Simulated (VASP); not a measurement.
# BN (F-43m) in VASP: further runs

BN is run at these levels: LDA, RPBE; tasks: single point, relaxation of cell and atoms.

Everything below comes from runs of VASP 6.6.1. Logs are shortened: lines on timing, memory, paths and dates and some standing lists are left out, and cuts for length are marked.

### Step 1. The cell of the first run

The structure is cubic, space group F-43m (No. 216). Conventional cell: a = 3.480 Å, b = 3.480 Å, c = 3.480 Å, α = 90.00°, β = 90.00°, γ = 90.00°. Within 2.0 Å of B (site symmetry -43m) lie 4 N at 1.51 Å. N (site symmetry -43m) has 4 B at 1.51 Å within 2.0 Å.

### Step 2. Single point, LDA

INCAR

```
ALGO     = Normal         # electronic algorithm
EDIFF    = 1E-6           # SCF threshold, eV
ENCUT    = 520            # plane-wave cutoff, eV
GGA      = CA             # functional
ISIF     = 2              # what is computed and relaxed
ISMEAR   = 0              # smearing method
LASPH    = T              # aspherical terms in the spheres
LCHARG   = F              # write CHGCAR
LREAL    = F              # projectors in reciprocal space
LWAVE    = F              # write WAVECAR
NBANDS   = 11             # bands
NELM     = 60             # most SCF steps
PREC     = Accurate       # precision mode
SIGMA    = 0.01           # smearing width, eV
```

KPOINTS

```
k-points
0
Gamma
  12 12 12
```

POSCAR

```
BN
1.0
    0.0000000000      1.7401318096      1.7401318096
    1.7401318096      0.0000000000      1.7401318096
    1.7401318096      1.7401318096      0.0000000000
B N
1 1
Direct
    0.0000000000      0.0000000000      0.0000000000
    0.7500000000      0.7500000000      0.7500000000
```

Potentials or basis: VASP PAW LDA potentials, release 64 (B, N).

On the command line:

```
$ cat potpaw_LDA.64/B/POTCAR potpaw_LDA.64/N/POTCAR > POTCAR
$ mpirun -np 1 vasp_std > vasp.out
```

OUTCAR:

```text
EDIFF = 1E-6
   ENCUT = 520
   GGA = CA
   ISIF = 2
   ISMEAR = 0
   LASPH = T
   LREAL = F
   NELM = 60
   PREC = Accurate

 ion  position               nearest neighbor table
   1  0.000  0.000  0.000-   2 1.51   2 1.51   2 1.51   2 1.51
   2  0.750  0.750  0.750-   1 1.51   1 1.51   1 1.51   1 1.51

  LATTYP: Found a face centered cubic cell.
 ALAT       =     3.4802636192

  Lattice vectors:

 A1 = (   0.0000000000,   1.7401318096,   1.7401318096)
 A2 = (   1.7401318096,   0.0000000000,   1.7401318096)
 A3 = (   1.7401318096,   1.7401318096,   0.0000000000)

Analysis of symmetry for initial positions (statically):
=====================================================================
 Subroutine PRICEL returns:
 Original cell was already a primitive cell.

 Routine SETGRP: Setting up the symmetry group for a
 face centered cubic supercell.

 Subroutine GETGRP returns: Found 24 space group operations
 (whereof 24 operations were pure point group operations)
 out of a pool of 48 trial point group operations.

The static configuration has the point symmetry T_d .

Analysis of symmetry for dynamics (positions and initial velocities):
=====================================================================
 Subroutine PRICEL returns:
 Original cell was already a primitive cell.

 Routine SETGRP: Setting up the symmetry group for a
 face centered cubic supercell.

 Subroutine GETGRP returns: Found 24 space group operations
 (whereof 24 operations were pure point group operations)
 out of a pool of 48 trial point group operations.

The dynamic configuration has the point symmetry T_d .

 Subroutine INISYM returns: Found 24 space group operations
 (whereof 24 operations are pure point group operations),
 and found     1 'primitive' translations

----------------------------------------------------------------------------------------

                                     Primitive cell

  volume of cell :      10.5384

  direct lattice vectors                    reciprocal lattice vectors
     0.000000000  1.740131810  1.740131810    -0.287334555  0.287334555  0.287334555
     1.740131810  0.000000000  1.740131810     0.287334555 -0.287334555  0.287334555
     1.740131810  1.740131810  0.000000000     0.287334555  0.287334555 -0.287334555

  length of vectors
     2.460918005  2.460918005  2.460918005     0.497678049  0.497678049  0.497678049

  position of ions in fractional coordinates (direct lattice)
     0.000000000  0.000000000  0.000000000
     0.750000000  0.750000000  0.750000000

  ion indices of the primitive-cell ions
   primitive index   ion index
                 1           1
                 2           2

----------------------------------------------------------------------------------------

 KPOINTS: k-points

Automatic generation of k-mesh.
 Grid dimensions read from file:
 generate k-points for:   12   12   12

 Generating k-lattice:

  Cartesian coordinates                     Fractional coordinates (reciprocal lattice)
    -0.023944546  0.023944546  0.023944546     0.083333333  0.000000000  0.000000000
     0.023944546 -0.023944546  0.023944546     0.000000000  0.083333333  0.000000000
     0.023944546  0.023944546 -0.023944546     0.000000000  0.000000000  0.083333333

  Length of vectors
     0.041473171  0.041473171  0.041473171

  Shift w.r.t. Gamma in fractional coordinates (k-lattice)
     0.000000000  0.000000000  0.000000000

 Subroutine IBZKPT returns following result:
 ===========================================

 Found     72 irreducible k-points:

 Following reciprocal coordinates:
            Coordinates               Weight
  0.000000  0.000000  0.000000      1.000000
  0.083333  0.000000  0.000000      8.000000
  0.166667  0.000000  0.000000      8.000000
  0.250000  0.000000  0.000000      8.000000
  0.333333  0.000000  0.000000      8.000000
  0.416667  0.000000  0.000000      8.000000
[... 16 lines left out ...]
  0.500000  0.166667  0.000000     24.000000
 -0.416667  0.166667  0.000000     24.000000
 [... further k-points ...]
   k-points           NKPTS =     72   k-points in BZ     NKDIM =     72   number of bands    NBANDS=     11
   number of dos      NEDOS =    301   number of ions     NIONS =      2
   total plane-waves  NPLWV =   5832
   dimension x,y,z NGX =    18 NGY =   18 NGZ =   18
   dimension x,y,z NGXF=    36 NGYF=   36 NGZF=   36
   ions per type =               1   1
   NGX,Y,Z   is equivalent  to a cutoff of  12.16, 12.16, 12.16 a.u.
   NGXF,Y,Z  is equivalent  to a cutoff of  24.32, 24.32, 24.32 a.u.
 SYSTEM =  unknown system
   PREC   = accura    normal or accurate (medium, high low for compatibility)
   ISTART =      0    job   : 0-new  1-cont  2-samecut
   ICHARG =      2    charge: 1-file 2-atom 10-const
   ISPIN  =      1    spin polarized calculation?
   LNONCOLLINEAR =      F non collinear calculations
   LSORBIT =      F    spin-orbit coupling
   LASPH  =      T    aspherical Exc in radial PAW
[... 54 lines left out ...]
 fundamental gap:      4.4708155915
 Fermi energy:         8.9831121594

 k-point     1 :       0.0000    0.0000    0.0000
  band No.  band energies     occupation
      1     -12.5360      2.00000
      2       8.8828      2.00000
      3       8.8828      2.00000
      4       8.8828      2.00000
      5      18.1045      0.00000
      6      18.1045      0.00000
      7      18.1045      0.00000
      8      21.2350      0.00000
      9      35.5839      0.00000
     10      38.1125      0.00000
     11      38.1125      0.00000

 k-point     2 :       0.0833    0.0000    0.0000
  band No.  band energies     occupation
      1     -12.3510      2.00000
      2       7.9019      2.00000
      3       8.6760      2.00000
      4       8.6760      2.00000
      5      18.4162      0.00000
      6      18.4162      0.00000
      7      18.4740      0.00000
      8      21.7053      0.00000
      9      34.9867      0.00000
     10      35.5641      0.00000
     11      35.5641      0.00000

 k-point     3 :       0.1667    0.0000    0.0000
  band No.  band energies     occupation
      1     -11.8013      2.00000
      2       5.6361      2.00000
      3       8.1775      2.00000
      4       8.1775      2.00000
      5      19.1158      0.00000
      6      19.1297      0.00000
      7      19.1297      0.00000
      8      22.8310      0.00000
      9      33.8694      0.00000
     10      33.8694      0.00000
     11      34.0240      0.00000

 k-point     4 :       0.2500    0.0000    0.0000
  band No.  band energies     occupation
      1     -10.9063      2.00000
      2       2.9582      2.00000
      3       7.6085      2.00000
      4       7.6085      2.00000
      5      19.7069      0.00000
      6      19.7834      0.00000
      7      19.7834      0.00000
      8      23.9259      0.00000
      9      33.4607      0.00000
     10      33.4701      0.00000
     11      33.4701      0.00000

 k-point     5 :       0.3333    0.0000    0.0000
  band No.  band energies     occupation
      1      -9.7203      2.00000
      2       0.3335      2.00000
      3       7.1273      2.00000
      4       7.1273      2.00000
      5      20.0787      0.00000
      6      20.0787      0.00000
      7      20.1985      0.00000
      8      24.6131      0.00000
      9      33.4009      0.00000
     10      34.4256      0.00000
     11      34.4256      0.00000
[... 211 lines left out ...]
 k-point    21 :       0.3333    0.1667    0.0000
  band No.  band energies     occupation
      1      -9.9208      2.00000
      2       2.3272      2.00000
      3       5.7440      2.00000
      4       6.1965      2.00000
      5      17.4420      0.00000
      6      22.2387      0.00000
      7      22.5505      0.00000
      8      22.8214      0.00000
      9      29.5202      0.00000
     10      37.3380      0.00000
     11      38.4815      0.00000

 k-point    22 :       0.4167    0.1667    0.0000
  band No.  band energies     occupation
      1      -8.7018      2.00000
      2      -0.0095      2.00000
      3       5.4792      2.00000
      4       5.5452      2.00000
      5      17.8265      0.00000
      6      22.4845      0.00000
      7      22.5960      0.00000
      8      23.8674      0.00000
      9      30.4648      0.00000
     10      37.1344      0.00000
     11      38.9004      0.00000

 k-point    23 :       0.5000    0.1667    0.0000
  band No.  band energies     occupation
      1      -7.5326      2.00000
      2      -1.8210      2.00000
      3       4.8261      2.00000
      4       5.6333      2.00000
      5      18.1468      0.00000
      6      22.2883      0.00000
      7      22.6334      0.00000
      8      25.2229      0.00000
      9      30.8234      0.00000
     10      37.3813      0.00000
     11      38.0776      0.00000

 k-point    24 :      -0.4167    0.1667    0.0000
  band No.  band energies     occupation
      1      -7.2926      2.00000
      2      -2.1544      2.00000
      3       4.3715      2.00000
      4       5.9918      2.00000
      5      18.6089      0.00000
      6      21.8435      0.00000
      7      22.5525      0.00000
      8      25.9293      0.00000
      9      31.1214      0.00000
     10      35.5290      0.00000
     11      37.6739      0.00000

 [... further k-points ...]
[... 5 lines left out ...]
  --------------------------------------------------------------------------------------
  -------------------------------------------------------------------------------------
  Total        2.7226932      2.7226932      2.7226932      0.0000000     -0.0000000      0.0000000
  in kB      413.9356749    413.9356749    413.9356749      0.0000000     -0.0000000      0.0000000
  external PRESSURE =     413.9356749 kB  Pullay stress =       0.0000000 kB

 VOLUME and BASIS-vectors are now :
 -----------------------------------------------------------------------------
  energy-cutoff  :      520.00
  volume of cell :       10.54
      direct lattice vectors                 reciprocal lattice vectors
     0.000000000  1.740131810  1.740131810    -0.287334555  0.287334555  0.287334555
     1.740131810  0.000000000  1.740131810     0.287334555 -0.287334555  0.287334555
     1.740131810  1.740131810  0.000000000     0.287334555  0.287334555 -0.287334555

 POSITION                                       TOTAL-FORCE (eV/Angst)
 -----------------------------------------------------------------------------------
      0.00000      0.00000      0.00000         0.000000      0.000000      0.000000
      2.61020      2.61020      2.61020        -0.000000     -0.000000     -0.000000
 -----------------------------------------------------------------------------------
    total drift:                                0.000000      0.000000     -0.000000

  FREE ENERGIE OF THE ION-ELECTRON SYSTEM (eV)
  ---------------------------------------------------
  free  energy   TOTEN  =       -19.2959036473 eV

  energy  without entropy=      -19.2959036473  energy(sigma->0) =      -19.29590365
```

It took 6 s on 1 thread of AMD EPYC 9R45 (Zen 5), shared host; peak memory 0.08 GiB.

What came out:

```
Free energy            : -19.2959 eV
Pressure               : 41.4 GPa
Band gap on the k mesh : 4.47 eV, indirect (least direct gap 9.22 eV)
```

A k mesh can miss the band edges.

### Step 3. Relaxation of cell and atoms, LDA, target pressure 40 GPa, at which the enthalpy is minimised

This run uses another cell than the first one, of 5.74 Å³/atom, 1.089 times its volume.

INCAR

```
SYSTEM = BN
PREC = Accurate ; ENCUT = 600
EDIFF = 1E-6 ; ISMEAR = 0
SIGMA = 0.01 ; LREAL = .FALSE.
LASPH = .TRUE. ; NELM = 80
ALGO = Normal ; ISIF = 3
LWAVE = .FALSE. ; LCHARG = .FALSE.
IBRION = 2 ; NSW = 80
EDIFFG = -0.001 ; PSTRESS = 400.0
```

KPOINTS

```
regular mesh
0
G
  12 12 12
  0 0 0
```

POSCAR

```
BN
1.0
    0.0000000000      1.7902744181      1.7902744181
    1.7902744181      0.0000000000      1.7902744181
    1.7902744181      1.7902744181      0.0000000000
B N
1 1
Direct
    0.0000000000      0.0000000000      0.0000000000
    0.7500000000      0.7500000000      0.7500000000
```

Potentials or basis: VASP PAW LDA potentials, release 64 (B, N).

On the command line:

```
$ cat potpaw_LDA.64/B/POTCAR potpaw_LDA.64/N/POTCAR > POTCAR
$ mpirun -np 1 vasp_std > vasp.out
```

Run time: 19 s. Hardware: 1 thread of AMD EPYC 9R45 (Zen 5), shared host; peak memory 0.08 GiB.

Results (log left out):

| Quantity | Value |
| --- | --- |
| Free energy | -19.3065 eV |
| Relaxed volume | 5.28 Å³/atom |
| Relaxed cell | a = 2.462 Å, b = 2.462 Å, c = 2.462 Å, α = 60.00°, β = 60.00°, γ = 60.00° |
| Space group after relaxing (to 0.05 Å) | F-43m (No. 216) |
| Energy change on relaxing (the enthalpy is what falls) | +54.9 meV/atom |
| Ionic steps | 7 |
| Pressure after relaxing | 40.0 GPa |
| Band gap on the k mesh | 4.47 eV, indirect (least direct gap 9.21 eV) |

Step by step:
```csv
step,energy change (eV),largest force (eV/Å),pressure (GPa),volume (Å³)
1,0.0000,0.0000,0.76,11.48
2,0.7297,0.0000,125.18,9.30
3,0.1022,0.0000,38.41,10.59
4,0.1090,0.0000,39.84,10.56
5,0.1135,0.0000,40.75,10.54
6,0.1052,0.0000,39.05,10.58
7,0.1098,0.0000,40.00,10.56
```

Final structure:
```
B N
1.0
     0.00000    1.74113    1.74113
     1.74113    0.00000    1.74113
     1.74113    1.74113    0.00000
B N
1 1
Cartesian
  0.0000 0.0000 0.0000
  2.6117 2.6117 2.6117
```

Levels at points of the mesh, in eV from the valence-band top:
```
           k point  band 1  band 2  band 3  band 4  band 5  band 6  band 7  band 8
(0.00, 0.00, 0.00)  -21.40    0.00    0.00    0.00    9.21    9.21    9.21   12.32
(0.50, 0.00, 0.00)  -16.57  -11.78   -2.17   -2.17   11.18   11.18   11.73   16.16
(0.50, 0.50, 0.00)  -15.03   -9.65   -5.51   -5.51    4.47    9.78   19.47   19.47
```

Caveat: the cell is relaxed towards a set pressure, so the enthalpy falls and the energy may rise.

### Step 4. Single point, RPBE

This run uses another cell than the first one, of 5.75 Å³/atom, 1.092 times its volume.

INCAR

```
PREC     = Accurate       # precision mode
ENCUT    = 520            # plane-wave cutoff, eV
EDIFF    = 1E-7           # SCF threshold, eV
ISMEAR   = 0              # smearing method
SIGMA    = 0.01           # smearing width, eV
LREAL    = F              # projectors in reciprocal space
LASPH    = T              # aspherical terms in the spheres
NELM     = 100            # most SCF steps
ALGO     = Normal         # electronic algorithm
ISIF     = 2              # what is computed and relaxed
LWAVE    = F              # write WAVECAR
LCHARG   = F              # write CHGCAR
GGA      = RP             # functional
NBANDS   = 11             # bands
```

KPOINTS

```
regular mesh
0
Gamma
  12 12 12
```

POSCAR

```
BN
1.0
    0.0000000000      1.7917561120      1.7917561120
    1.7917561120      0.0000000000      1.7917561120
    1.7917561120      1.7917561120      0.0000000000
B N
1 1
Direct
    0.0000000000      0.0000000000      0.0000000000
    0.7500000000      0.7500000000      0.7500000000
```

Potentials or basis: VASP PAW PBE potentials, release 64 (B, N).

On the command line:

```
$ cat potpaw_PBE.64/B/POTCAR potpaw_PBE.64/N/POTCAR > POTCAR
$ mpirun -np 1 vasp_std > vasp.out
```

It took 8.5 s on 1 thread of Intel Xeon Platinum 8375C at 2.90GHz (Ice Lake), shared host; peak memory 0.12 GiB.

Results (log left out):

```yaml
Free_energy: -16.5905 eV
Pressure: 20.0 GPa
Band_gap_on_the_k_mesh: 4.51 eV, indirect (least direct gap 9.00 eV)
```

Levels at points of the mesh, in eV from the valence-band top:
| k point | band 1 | band 2 | band 3 | band 4 | band 5 | band 6 | band 7 | band 8 |
| --- | --- | --- | --- | --- | --- | --- | --- | --- |
| (0.00, 0.00, 0.00) | -20.60 | 0.00 | 0.00 | 0.00 | 9.00 | 9.00 | 9.00 | 10.77 |
| (0.50, 0.00, 0.00) | -16.27 | -10.94 | -1.99 | -1.99 | 10.48 | 10.90 | 10.90 | 15.63 |
| (0.50, 0.50, 0.00) | -14.87 | -9.11 | -5.03 | -5.03 | 4.51 | 9.40 | 18.44 | 18.44 |

Caveat: the PAW data sets were made with another functional, which shifts forces and pressure a little. A k mesh can miss the band edges.

### Step 5. Single point, LDA

This run uses another cell than the first one, of 5.75 Å³/atom, 1.092 times its volume.

INCAR

```
SYSTEM = BN
ALGO = Normal
EDIFF = 1E-6
ENCUT = 520
GGA = CA
ISIF = 2
ISMEAR = 0
LASPH = .TRUE.
LCHARG = .FALSE.
LREAL = .FALSE.
LWAVE = .FALSE.
NBANDS = 11
NELM = 60
PREC = Accurate
SIGMA = 0.01
```

KPOINTS

```
k-points
0
G
  12 12 12
  0 0 0
```

POSCAR is that of step 4.

Potentials or basis: VASP PAW LDA potentials, release 64 (B, N).

On the command line:

```
$ cat potpaw_LDA.64/B/POTCAR potpaw_LDA.64/N/POTCAR > POTCAR
$ mpirun -np 1 vasp_std > vasp.out
```

It took 3.8 s on 1 thread of Intel Xeon 6975P-C, shared host; peak memory 0.12 GiB.

It converged, with:

```yaml
Free_energy: -19.4139 eV
Pressure: 0.0 GPa
Band_gap_on_the_k_mesh: 4.37 eV, indirect (least direct gap 8.81 eV)
```

Levels at points of the mesh, in eV from the valence-band top:
| k point | band 2 | band 3 | band 4 | band 5 | band 6 | band 7 |
| --- | --- | --- | --- | --- | --- | --- |
| (0.00, 0.00, 0.00) | 0.00 | 0.00 | 0.00 | 8.81 | 8.81 | 8.81 |
| (0.50, 0.00, 0.00) | -10.96 | -2.00 | -2.00 | 10.56 | 10.71 | 10.71 |
| (0.50, 0.50, 0.00) | -9.06 | -5.06 | -5.06 | 4.37 | 9.29 | 18.10 |

### Step 6. Overview

```tsv
task	level	potentials or basis	cell	cutoff (eV)	gap on the mesh (eV)	pressure (GPa)
single point	LDA	VASP PAW LDA potentials, release 64 (B, N)	a = 2.461 Å, angles 60.0°, 2 atoms	520	4.47	41.4
relaxation of cell and atoms	LDA	VASP PAW LDA potentials, release 64 (B, N)	relaxed to 40 GPa from a = 2.532 Å, angles 60.0°, 2 atoms	600	4.47	40.0
single point	RPBE	VASP PAW PBE potentials, release 64 (B, N)	a = 2.534 Å, angles 60.0°, 2 atoms	520	4.51	20.0
single point	LDA	VASP PAW LDA potentials, release 64 (B, N)	a = 2.534 Å, angles 60.0°, 2 atoms	520	4.37	0.0
```

Alike in all rows: no spin polarisation; k mesh 12 × 12 × 12; smearing gaussian 0.01 eV.

Caveats: the cell is relaxed towards a set pressure, so the enthalpy falls and the energy may rise (some runs); the PAW data sets were made with another functional, which shifts forces and pressure a little (some runs).

Absolute energies hang on the potentials; compare differences alone.
